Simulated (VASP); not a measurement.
A run of VASP 6.6.1 is set up as follows.

Contents of INCAR:

```
SYSTEM = GaCuSe2
ALGO = Normal ; EDIFF = 1E-7
ENCUT = 520 ; GGA = PE
ISIF = 2 ; ISMEAR = -1
LASPH = .True. ; LCHARG = .False.
LREAL = .False. ; LWAVE = .False.
NBANDS = 46 ; NELM = 80
PREC = Accurate ; SIGMA = 0.1
```

File KPOINTS:

```
k-points
0
Gamma
  7 7 7
  0 0 0
```

The input POSCAR:

```
GaCuSe2
1.0
   -2.8362187941      2.8362187941      5.6320115817
    2.8362187941     -2.8362187941      5.6320115817
    2.8362187941      2.8362187941     -5.6320115817
Ga Cu Se
2 2 4
Direct
    0.5000000000      0.5000000000      0.0000000000
    0.2500000000      0.7500000000      0.5000000000
    0.0000000000      0.0000000000      0.0000000000
    0.7500000000      0.2500000000      0.5000000000
    0.3750000000      0.3687574454      0.4937574454
    0.6312425546      0.1250000000      1.0062425546
    0.8750000000      0.8812425546      0.5062425546
    0.1187574454      0.6250000000     -0.0062425546
```

Potentials or basis: VASP PAW PBE potentials, release 64 (Ga_d, Cu, Se).

The run is started by

```sh
$ cat potpaw_PBE.64/Ga_d/POTCAR potpaw_PBE.64/Cu/POTCAR potpaw_PBE.64/Se/POTCAR > POTCAR
$ mpirun -np 1 vasp_std > vasp.out
```

Predict the largest force.

0.013 eV/Å.

Estimate the pressure.

0.2 GPa.

Forces in eV/Å, atoms in the order of the input:
```
Ga   0.000  0.000  0.000
Ga   0.000  0.000  0.000
Cu   0.000  0.000  0.000
Cu   0.000  0.000  0.000
Se   0.013  0.000  0.000
Se   0.000 -0.013  0.000
Se  -0.013  0.000  0.000
Se   0.000  0.013  0.000
```
